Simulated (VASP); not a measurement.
A run of VASP 6.6.1 is set up as follows.

POSCAR

```
MoS2
1.0
    1.5640716975      0.9030172156      6.0323514456
   -1.5640716975      0.9030172156      6.0323514456
    0.0000000000     -1.8060344312      6.0323514456
Mo S
1 2
Direct
    0.0000000000      0.0000000000      0.0000000000
    0.2500000000      0.2500000000      0.2500000000
    0.7500000000      0.7500000000      0.7500000000
```

File INCAR.step1:

```
SYSTEM = MoS2
ALGO = Normal
EDIFF = 1E-4
ENCUT = 520
GGA = PE
ISMEAR = -1
LASPH = .TRUE.
LCHARG = .FALSE.
LREAL = .FALSE.
LWAVE = .TRUE.
NBANDS = 20
NELM = 60
PREC = Accurate
SIGMA = 0.05
```

INCAR.step2

```
SYSTEM = MoS2
ALGO = Normal
EDIFF = 1E-7
ENCUT = 520
ISIF = 2
ISMEAR = -1
ISTART = 1
LASPH = .TRUE.
LCHARG = .FALSE.
LMIXTAU = .TRUE.
LREAL = .FALSE.
LWAVE = .FALSE.
METAGGA = R2SCAN
NBANDS = 20
NELM = 60
PREC = Accurate
SIGMA = 0.05
```

KPOINTS

```
k-points
0
G
  10 10 10
  0 0 0
```

Potentials or basis: VASP PAW PBE potentials, release 64 (Mo_sv, S).

Launch:

```console
$ cat potpaw_PBE.64/Mo_sv/POTCAR potpaw_PBE.64/S/POTCAR > POTCAR
$ cp INCAR.step1 INCAR
$ mpirun -np 1 vasp_std > vasp.out
$ cp INCAR.step2 INCAR
$ mpirun -np 1 vasp_std > vasp.out
```

What does it give for the pressure?

14.6 GPa.

Estimate the band gap on the k mesh.

zero (bands 13 and 14 overlap by 0.75 eV).

Predict the largest force.

1.590 eV/Å.

Stress tensor (GPa, compression positive):
```
13.62  0.00  0.00
 0.00 13.62  0.00
 0.00  0.00 16.51
```

Caveat: the cell stands under pressure; the PAW data sets were made with another functional, which shifts forces and pressure a little.
